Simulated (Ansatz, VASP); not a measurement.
BaNb: VASP beside Ansatz

INCAR

```
SYSTEM = BaNb
PREC = Accurate
ENCUT = 520
EDIFF = 1E-6
ISMEAR = 0
SIGMA = 0.1
LREAL = .FALSE.
LASPH = .TRUE.
NELM = 150
ALGO = Normal
ISIF = 2
LWAVE = .FALSE.
LCHARG = .FALSE.
ISPIN = 2
MAGMOM = 0 1
LORBIT = 11
LMAXMIX = 4
LDIPOL = .TRUE.
IDIPOL = 3
DIPOL = 0.5 0.5 0.294
GGA = PE
NBANDS = 22
```

Contents of KPOINTS:

```
Automatic mesh
0
G
  4 4 1
  0 0 0
```

POSCAR

```
BaNb
1.0
    4.4860687456      0.0000000000      0.0000000000
    0.0000000000      4.4860687456      0.0000000000
    0.0000000000      0.0000000000     23.8000000000
Ba Nb
1 1
Direct
    0.0000000000      0.0000000000      0.2941176471
    0.5000000000      0.5000000000      0.2941176471
```

Input for Ansatz:

```yaml
crystal:
  lattice:
    - [4.4860687456, 0.0, 0.0]
    - [0.0, 4.4860687456, 0.0]
    - [0.0, 0.0, 23.8]
  atoms:
    - { symbol: Ba, position: [0.0, 0.0, 0.2941176471] }
    - { symbol: Nb, position: [0.5, 0.5, 0.2941176471], spin: 1.0 }
  periodic: [true, true, false]
basis:
  ecutwfc: 420
kpoints:
  mp_grid: { grid: [4, 4, 1] }
hamiltonian:
  xc: pbe
scf:
  occupations: { method: gaussian, width: 0.1 }
  lower_state_search: "off"
output:
  forces: true
  stress: true
  eigenvalues: true
  populations: true
magnetization:
  spin_polarized: true
```

Change from the starting cell: species swapped into a sheet of the SeBr type.

Alike in both runs: task single point; functional PBE; k mesh 4 × 4 × 1; occupations gaussian, width 0.1 eV; collinear spin.

|  | VASP | Ansatz |
| --- | --- | --- |
| version | VASP 6.6.1 | Ansatz 0.2.0 |
| potentials or method | VASP PAW PBE potentials, release 64 (Ba_sv, Nb_sv), cutoff 520 eV | scalar-relativistic, plane waves, PAW |
| valence electrons in the cell | 23 | 23 |

```csv
,VASP,Ansatz,Ansatz less VASP
gap on the k mesh at the Fermi level (eV),none,none,-
net moment per atom (μB),2.26,2.37,+0.106
size of the moment on the site where the two differ most (μB),2.35,2.75,+0.406
```

The net moments are unlike, so the other rows may belong to different states. Site moments also hang on the region over which each program counts them. A gap of «none» marks a metal or a gap that the smearing closes.

Spin-orbit coupling is off throughout.
